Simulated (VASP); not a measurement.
The system is MgB2.

```
CELL_PARAMETERS angstrom
3.12560 0.00000 0.00000
-1.56280 2.70685 0.00000
0.00000 0.00000 3.56936
ATOMIC_POSITIONS crystal
Mg 0.00000 0.00000 0.00000
B 0.66667 0.33333 0.50000
B 0.33333 0.66667 0.50000
```

This cell differs from its parent crystal: volume scaled by 1.04.

Base run:

```yaml
Program: VASP 6.6.1
Functional: PBEsol
Potentials_or_basis: VASP PAW PBE potentials, release 64 (Mg, B)
Cutoff: 520 eV
k_mesh: 10 × 10 × 8
Occupations: fermi-dirac, width 0.05 eV
Spin: no spin polarisation
```

Its results: band gap on the k mesh zero (band 4 reaches 6.05 eV, above the bottom of band 5 at 3.64 eV); pressure -8.3 GPa.

Q: After a change of settings the same cell gave: band gap on the k mesh zero (band 4 reaches 6.05 eV, above the bottom of band 5 at 3.64 eV); pressure -12.0 GPa. Which change was it?
A. functional from PBEsol to r2SCAN; further incar settings from ALGO = Normal; EDIFF = 1e-07; NBANDS = 11 to ALGO = Normal; EDIFF = 1e-06; NBANDS = 11
B. functional from PBEsol to PBE
C. functional from PBEsol to revPBE; further incar settings from ALGO = Normal; EDIFF = 1e-07; NBANDS = 11 to ALGO = Normal; EDIFF = 1e-06; NBANDS = 11
D. further incar settings from ALGO = Normal; EDIFF = 1e-07; NBANDS = 11 to ALGO = Normal; EDIFF = 1e-06; NBANDS = 11; dispersion from none to D3(BJ)

A: D.

Caveats: the PAW data sets were made with another functional, which shifts forces and pressure a little; pairwise dispersion overbinds metals, which lowers pressure and volume (some runs).
